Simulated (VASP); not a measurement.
Ga3Sb2P, 6 atoms in the cell. It takes space group P3m1 (No. 156, trigonal). Conventional cell: a = 4.187 Å, b = 4.187 Å, c = 10.245 Å, α = 90.00°, β = 90.00°, γ = 120.00°. Within 3.1 Å of P (site symmetry 3m) lie 4 Ga at 2.36 to 2.51 Å. Sb (site symmetry 3m) has 4 Ga at 2.60 to 2.66 Å within 3.4 Å. Within 3.4 Å of Sb (site symmetry 3m) lie 4 Ga at 2.60 to 2.64 Å. Within 3.3 Å of Ga (site symmetry 3m) lie 3 P at 2.51 Å and 1 Sb at 2.66 Å. Within 3.4 Å of Ga (site symmetry 3m) lie 4 Sb at 2.60 to 2.64 Å. Within 3.1 Å of Ga (site symmetry 3m) lie 1 P at 2.36 Å and 3 Sb at 2.60 Å. 

```yaml
Program: VASP 6.6.1
Task: single point
Functional: r2SCAN
Potentials_or_basis: VASP PAW PBE potentials, release 64 (P, Sb, Ga_d)
Cutoff: 550 eV
k_mesh: 12 × 12 × 4
Occupations: fermi-dirac, width 0.02 eV
Spin: no spin polarisation
Dipole_correction: no
Further_INCAR_settings: ALGO = Normal; EDIFF = 1e-06; NBANDS = 36
```

Potentials or basis: VASP PAW PBE potentials, release 64 (P, Sb, Ga_d).

Launch:

```sh
$ cat potpaw_PBE.64/P/POTCAR potpaw_PBE.64/Sb/POTCAR potpaw_PBE.64/Ga_d/POTCAR > POTCAR
$ cp INCAR.step1 INCAR
$ mpirun -np 1 vasp_std > vasp.out
$ cp INCAR.step2 INCAR
$ mpirun -np 1 vasp_std > vasp.out
```

Hardware: 1 thread of AMD EPYC 9R45 (Zen 5), with other jobs on the host.

Estimate the wall time of this run.

Wall time 14 min on 1 thread of AMD EPYC 9R45 (Zen 5), with other jobs on the host, peak memory 0.52 GiB. Counts: k points 69.
